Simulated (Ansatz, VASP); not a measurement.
**One calculation of AlSn, two programs**

File INCAR:

```
ALGO = Fast ; EDIFF = 1E-6
ENCUT = 520 ; GGA = PE
ISIF = 2 ; ISMEAR = 0
LASPH = True ; LCHARG = False
LREAL = False ; LWAVE = False
NBANDS = 25 ; NELM = 80
PREC = Accurate ; SIGMA = 0.1
```

Contents of KPOINTS:

```
k-points
0
Gamma
  4 4 4
```

Contents of POSCAR:

```
AlSn
1.0
    0.0000000000      3.5286198100      3.5286198100
    3.5286198100      0.0000000000      3.5286198100
    3.5286198100      3.5286198100      0.0000000000
Al Sn
2 2
Direct
    0.0000000000      0.0000000000      0.0000000000
    0.2500000000      0.2500000000      0.2500000000
    0.7500000000      0.7500000000      0.7500000000
    0.5000000000      0.5000000000      0.5000000000
```

Input for Ansatz:

```yaml
crystal:
  lattice:
    - [0.0, 3.52861981, 3.52861981]
    - [3.52861981, 0.0, 3.52861981]
    - [3.52861981, 3.52861981, 0.0]
  atoms:
    - { symbol: Al, position: [0.0, 0.0, 0.0] }
    - { symbol: Al, position: [0.25, 0.25, 0.25] }
    - { symbol: Sn, position: [0.75, 0.75, 0.75] }
    - { symbol: Sn, position: [0.5, 0.5, 0.5] }
basis:
  ecutwfc: 420
kpoints:
  mp_grid: { grid: [4, 4, 4] }
hamiltonian:
  xc: pbe
scf:
  occupations: { method: gaussian, width: 0.1 }
  lower_state_search: "off"
output:
  forces: true
  stress: true
  eigenvalues: true
```

Alike in both runs: task single point; functional PBE; k mesh 4 × 4 × 4; occupations gaussian, width 0.1 eV; no spin polarisation.

|  | VASP | Ansatz |
| --- | --- | --- |
| version | VASP 6.6.1 | Ansatz 0.2.0 |
| potentials or method | VASP PAW PBE potentials, release 64 (Al, Sn_d), cutoff 520 eV | scalar-relativistic, plane waves, PAW |
| valence electrons in the cell | 34 | 34 |

|  | VASP | Ansatz | Ansatz less VASP |
| --- | --- | --- | --- |
| gap on the k mesh at the Fermi level (eV) | none | none | - |
| pressure (GPa) | 5.0 | 5.0 | +0.06 |

A gap of «none» marks a metal or a gap that the smearing closes.

The k mesh is coarse, so the values compare programs but aren't converged.
